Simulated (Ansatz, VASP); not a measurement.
Two plane-wave programs on AlN

```
Al N
1.0
     0.00000    2.18399    2.18399
     2.18399    0.00000    2.18399
     2.18399    2.18399    0.00000
Al N
1 1
Direct
  0.00000 0.00000 0.00000
  0.25000 0.25000 0.25000
```

Alike in both runs: task single point; functional RPBE; dispersion D3(BJ); k mesh 10 × 10 × 10; occupations fermi-dirac, width 0.05 eV; no spin polarisation.

|  | VASP | Ansatz |
| --- | --- | --- |
| version | VASP 6.6.1 | Ansatz 0.2.0 |
| potentials or method | VASP PAW PBE potentials, release 64 (Al, N) | Ansatz PAW |
| plane-wave cutoff (eV) | 600 | 420 |
| valence electrons in the cell | 8 | 8 |

```tsv
	VASP	Ansatz	Ansatz less VASP
gap on the k mesh at the Fermi level (eV)	3.36	3.37	+0.004
least direct gap on the mesh (eV)	4.23	4.21	-0.023
pressure (GPa)	-13.4	-12.6	+0.79
```

VASP's potentials were made for PBE, not for RPBE.
